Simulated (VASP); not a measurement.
# LiCl (I4/mmm) in VASP: notebook

The runs below take LiCl through single point, with PBE.

Everything below comes from runs of VASP 6.6.1. Logs are shortened: lines on timing, memory, paths and dates and some standing lists are left out, and cuts for length are marked.

## Step 1: The cell of the first run

It takes space group I4/mmm (No. 139, tetragonal). Conventional cell: a = 3.682 Å, b = 3.682 Å, c = 5.130 Å, α = 90.00°, β = 90.00°, γ = 90.00°. Within 3.4 Å of Li (site symmetry 4/mmm) lie 6 Cl at 2.56 to 2.60 Å. Within 3.4 Å of Cl (site symmetry 4/mmm) lie 6 Li at 2.56 to 2.60 Å.

## Step 2: Single point, PBE (strain +0.015 along x and y, +0.000 along z)

Contents of INCAR:

```
ALGO     = Normal         # electronic algorithm
EDIFF    = 1E-7           # SCF threshold, eV
ENCUT    = 520            # plane-wave cutoff, eV
GGA      = PE             # functional
ISIF     = 2              # what is computed and relaxed
ISMEAR   = 0              # smearing method
LASPH    = True           # aspherical terms in the spheres
LCHARG   = False          # write CHGCAR
LREAL    = False          # projectors in reciprocal space
LWAVE    = False          # write WAVECAR
NBANDS   = 12             # bands
NELM     = 100            # most SCF steps
PREC     = Accurate       # precision mode
SIGMA    = 0.05           # smearing width, eV
```

Contents of KPOINTS:

```
k-points
0
Gamma
  8 8 8
```

Contents of POSCAR:

```
LiCl
1.0
    0.0000000000      2.6032314000      2.5647600000
    2.6032314000      0.0000000000      2.5647600000
    2.6032314000      2.6032314000      0.0000000000
Li Cl
1 1
Direct
    0.0000000000      0.0000000000      0.0000000000
    0.5000000000      0.5000000000      0.5000000000
```

Potentials or basis: VASP PAW PBE potentials, release 64 (Li_sv, Cl).

Run with:

```console
$ cat potpaw_PBE.64/Li_sv/POTCAR potpaw_PBE.64/Cl/POTCAR > POTCAR
$ mpirun -np 1 vasp_std > vasp.out
```

OUTCAR:

```text
EDIFF = 1E-7
   ENCUT = 520
   GGA = PE
   ISIF = 2
   ISMEAR = 0
   LASPH = True
   LREAL = False
   NELM = 100
   PREC = Accurate

 ion  position               nearest neighbor table
   1  0.000  0.000  0.000-   2 2.56   2 2.56   2 2.60   2 2.60   2 2.60   2 2.60
   2  0.500  0.500  0.500-   1 2.56   1 2.56   1 2.60   1 2.60   1 2.60   1 2.60

  LATTYP: Found a body centered tetragonal cell.
 ALAT       =     3.6815251519
 C/A-ratio  =     1.3933138546

  Lattice vectors:

 A1 = (   0.0000000000,  -2.6032314000,  -2.5647600000)
 A2 = (   0.0000000000,   2.6032314000,  -2.5647600000)
 A3 = (   2.6032314000,   0.0000000000,   2.5647600000)

Analysis of symmetry for initial positions (statically):
=====================================================================
 Subroutine PRICEL returns:
 Original cell was already a primitive cell.

 Routine SETGRP: Setting up the symmetry group for a
 body centered tetragonal supercell.

 Subroutine GETGRP returns: Found 16 space group operations
 (whereof 16 operations were pure point group operations)
 out of a pool of 16 trial point group operations.

The static configuration has the point symmetry D_4h.

Analysis of symmetry for dynamics (positions and initial velocities):
=====================================================================
 Subroutine PRICEL returns:
 Original cell was already a primitive cell.

 Routine SETGRP: Setting up the symmetry group for a
 body centered tetragonal supercell.

 Subroutine GETGRP returns: Found 16 space group operations
 (whereof 16 operations were pure point group operations)
 out of a pool of 16 trial point group operations.

The dynamic configuration has the point symmetry D_4h.

 Subroutine INISYM returns: Found 16 space group operations
 (whereof 16 operations are pure point group operations),
 and found     1 'primitive' translations

----------------------------------------------------------------------------------------

                                     Primitive cell

  volume of cell :      34.7618

  direct lattice vectors                    reciprocal lattice vectors
     0.000000000  2.603231400  2.564760000    -0.192068980  0.192068980  0.194950015
     2.603231400  0.000000000  2.564760000     0.192068980 -0.192068980  0.194950015
     2.603231400  2.603231400  0.000000000     0.192068980  0.192068980 -0.194950015

  length of vectors
     3.654423016  3.654423016  3.681525152     0.334344874  0.334344874  0.334344874

  position of ions in fractional coordinates (direct lattice)
     0.000000000  0.000000000  0.000000000
     0.500000000  0.500000000  0.500000000

  ion indices of the primitive-cell ions
   primitive index   ion index
                 1           1
                 2           2

----------------------------------------------------------------------------------------

 KPOINTS: k-points

Automatic generation of k-mesh.
 Grid dimensions read from file:
 generate k-points for:    8    8    8

 Generating k-lattice:

  Cartesian coordinates                     Fractional coordinates (reciprocal lattice)
    -0.024008623  0.024008623  0.024368752     0.125000000  0.000000000  0.000000000
     0.024008623 -0.024008623  0.024368752     0.000000000  0.125000000  0.000000000
     0.024008623  0.024008623 -0.024368752    -0.000000000 -0.000000000  0.125000000

  Length of vectors
     0.041793109  0.041793109  0.041793109

  Shift w.r.t. Gamma in fractional coordinates (k-lattice)
     0.000000000  0.000000000  0.000000000

 Subroutine IBZKPT returns following result:
 ===========================================

 Found     59 irreducible k-points:

 Following reciprocal coordinates:
            Coordinates               Weight
  0.000000  0.000000  0.000000      1.000000
  0.125000  0.000000  0.000000      8.000000
  0.250000  0.000000  0.000000      8.000000
  0.375000  0.000000  0.000000      8.000000
  0.500000  0.000000  0.000000      4.000000
  0.125000  0.125000  0.000000      2.000000
[... 16 lines left out ...]
  0.250000  0.000000  0.125000     16.000000
  0.375000  0.000000  0.125000     16.000000
 [... further k-points ...]
   k-points           NKPTS =     59   k-points in BZ     NKDIM =     59   number of bands    NBANDS=     12
   number of dos      NEDOS =    301   number of ions     NIONS =      2
   total plane-waves  NPLWV =  21952
   dimension x,y,z NGX =    28 NGY =   28 NGZ =   28
   dimension x,y,z NGXF=    56 NGYF=   56 NGZF=   56
   ions per type =               1   1
   NGX,Y,Z   is equivalent  to a cutoff of  12.74, 12.74, 12.64 a.u.
   NGXF,Y,Z  is equivalent  to a cutoff of  25.48, 25.48, 25.29 a.u.
 SYSTEM =  unknown system
   PREC   = accura    normal or accurate (medium, high low for compatibility)
   ISTART =      0    job   : 0-new  1-cont  2-samecut
   ICHARG =      2    charge: 1-file 2-atom 10-const
   ISPIN  =      1    spin polarized calculation?
   LNONCOLLINEAR =      F non collinear calculations
   LSORBIT =      F    spin-orbit coupling
   LASPH  =      T    aspherical Exc in radial PAW
   ENCUT  =  520.0 eV  38.22 Ry    6.18 a.u.   6.79  6.79  6.85*2*pi/ulx,y,z
   NELM   =    100;   NELMIN=  2; NELMDL= -5     # of ELM steps
   EDIFF  = 0.1E-06   stopping-criterion for ELM
   LREAL  =      F    real-space projection
   EDIFFG = 0.1E-05   stopping-criterion for IOM
   NSW    =      0    number of steps for IOM
   IBRION =     -1    ionic relax: 0-MD 1-quasi-New 2-CG
   NFREE  =      0    steps in history (QN), initial steepest desc. (CG)
   ISIF   =      2    stress and relaxation
   ISYM   =      2    0-nonsym 1-usesym 2-fastsym
   POTIM  = 0.5000    time-step for ionic-motion
   TEBEG  =    0.0;   TEEND  =   0.0 temperature during run
   PSTRESS=    0.0 pullay stress
   NELECT =      10.0000    total number of electrons
   NUPDOWN=      -1.0000    fix difference up-down
   EMIN   =  10.00;   EMAX   =-10.00  energy-range for DOS
   EFERMI =   0.00;   METHOD = LEGACY
   ISMEAR =     0;   SIGMA  =   0.05  broadening in eV -4-tet -1-fermi 0-gaus
   EFERMI_NEDOS =   21; number of points for ismear=-14 and -15
   IALGO  =     38    algorithm
   IMIX   =      4    mixing-type and parameters
     AMIX     =   0.40;   BMIX     =  1.00
     AMIX_MAG =   1.60;   BMIX_MAG =  1.00
  volume/ion in A,a.u.               =      17.38       117.29
  Fermi-wavevector in a.u.,A,eV,Ry     =   1.080706  2.042237 15.890579  1.167925
  Thomas-Fermi vector in A             =   2.216703
   LORBIT       =      0    0 simple, 1 ext, 2 COOP (PROOUT), +10 PAW based schemes
   GGA     = PE    functional components
   LHFCALC =     F    Hartree Fock is set to
   AEXX    =    0.0000 exact exchange contribution
   IVDW    =     0    specifies the selected vdW correction
   LEPSILON=     F    determine dielectric tensor
   LRPA    =     F    only Hartree local field effects (RPA)
 non-spin polarized calculation
 Gauss-broadening in eV      SIGMA  =   0.05
  energy-cutoff  :      520.00
  volume of cell :       34.76
 maximum number of plane-waves:       950
   NGX = 13   NGY = 13   NGZ = 13

 number of electron      10.0000011 magnetization

 Free energy of the ion-electron system (eV)
  ---------------------------------------------------
  ext. energy  EPLUGINS =         0.00000000
  ---------------------------------------------------
  free energy    TOTEN  =        -7.38471666 eV

  energy without entropy =       -7.38471666  energy(sigma->0) =       -7.38471666

 E-fermi :   0.6538     XC(G=0):  -8.6026

 val. band max:        0.3737664235   @ k =   0.0000   0.0000   0.0000
 cond. band min:       6.5332080165   @ k =   0.0000   0.0000   0.0000
 fundamental gap:      6.1594415930
 Fermi energy:         0.6538331402

 k-point     1 :       0.0000    0.0000    0.0000
  band No.  band energies     occupation
      1     -43.2160      2.00000
      2     -12.9347      2.00000
      3       0.3320      2.00000
      4       0.3738      2.00000
      5       0.3738      2.00000
      6       6.5332      0.00000
      7      12.2314      0.00000
      8      12.2314      0.00000
      9      12.3578      0.00000
     10      14.6128      0.00000
     11      14.6128      0.00000
     12      14.7971      0.00000

 k-point     2 :       0.1250    0.0000    0.0000
  band No.  band energies     occupation
      1     -43.2156      2.00000
      2     -12.8639      2.00000
      3      -0.1454      2.00000
      4       0.3130      2.00000
      5       0.3301      2.00000
      6       6.9922      0.00000
      7      11.4719      0.00000
      8      12.0789      0.00000
      9      12.2221      0.00000
     10      13.3438      0.00000
     11      13.4291      0.00000
     12      15.1735      0.00000

 k-point     3 :       0.2500    0.0000    0.0000
  band No.  band energies     occupation
      1     -43.2148      2.00000
      2     -12.6841      2.00000
      3      -1.1544      2.00000
      4       0.2300      2.00000
      5       0.2346      2.00000
      6       7.4719      0.00000
      7      10.9379      0.00000
      8      11.0765      0.00000
      9      11.2271      0.00000
     10      14.2378      0.00000
     11      14.2386      0.00000
     12      15.7282      0.00000
[... 286 lines left out ...]
 k-point    23 :       0.2500    0.0000    0.1250
  band No.  band energies     occupation
      1     -43.2149      2.00000
      2     -12.6952      2.00000
      3      -0.8728      2.00000
      4       0.0326      2.00000
      5       0.0992      2.00000
      6       7.9265      0.00000
      7      10.5833      0.00000
      8      10.6615      0.00000
      9      11.9727      0.00000
     10      13.0598      0.00000
     11      15.1682      0.00000
     12      16.3906      0.00000

 k-point    24 :       0.3750    0.0000    0.1250
  band No.  band energies     occupation
      1     -43.2141      2.00000
      2     -12.5013      2.00000
      3      -1.7349      2.00000
      4      -0.0829      2.00000
      5      -0.0395      2.00000
      6       7.9517      0.00000
      7       9.8786      0.00000
      8      11.0108      0.00000
      9      11.3110      0.00000
     10      14.4329      0.00000
     11      16.5368      0.00000
     12      17.1565      0.00000

 [... further k-points ...]
[... 5 lines left out ...]
  --------------------------------------------------------------------------------------
  -------------------------------------------------------------------------------------
  Total       -0.1654790     -0.1654790     -0.0787503      0.0000000     -0.0000000      0.0000000
  in kB       -7.6269532     -7.6269532     -3.6296164      0.0000000     -0.0000000      0.0000000
  external PRESSURE =      -6.2945076 kB  Pullay stress =       0.0000000 kB

 VOLUME and BASIS-vectors are now :
 -----------------------------------------------------------------------------
  energy-cutoff  :      520.00
  volume of cell :       34.76
      direct lattice vectors                 reciprocal lattice vectors
     0.000000000  2.603231400  2.564760000    -0.192068980  0.192068980  0.194950015
     2.603231400  0.000000000  2.564760000     0.192068980 -0.192068980  0.194950015
     2.603231400  2.603231400  0.000000000     0.192068980  0.192068980 -0.194950015

 POSITION                                       TOTAL-FORCE (eV/Angst)
 -----------------------------------------------------------------------------------
      0.00000      0.00000      0.00000        -0.000000      0.000000      0.000000
      2.60323      2.60323      2.56476         0.000000     -0.000000      0.000000
 -----------------------------------------------------------------------------------
    total drift:                                0.000000      0.000000      0.000000

  FREE ENERGIE OF THE ION-ELECTRON SYSTEM (eV)
  ---------------------------------------------------
  free  energy   TOTEN  =        -7.3847166638 eV

  energy  without entropy=       -7.3847166638  energy(sigma->0) =       -7.38471666
```

Run time: 12 s. Hardware: 1 thread of Intel Xeon 6975P-C (Granite Rapids), shared host; peak memory 0.15 GiB.

What came out:

```yaml
Free_energy: -7.3847 eV
Band_gap_on_the_k_mesh: 6.16 eV, direct
```

Caveat: the cell differs from its parent crystal (strain +0.015 along x and y, +0.000 along z); the cutoff is under 1.25 times the usual one of these potentials, so pressure, stress and relaxed cells hold a basis-set (Pulay) error. A k mesh can miss the band edges.

(Continued in part 2 of 2.)
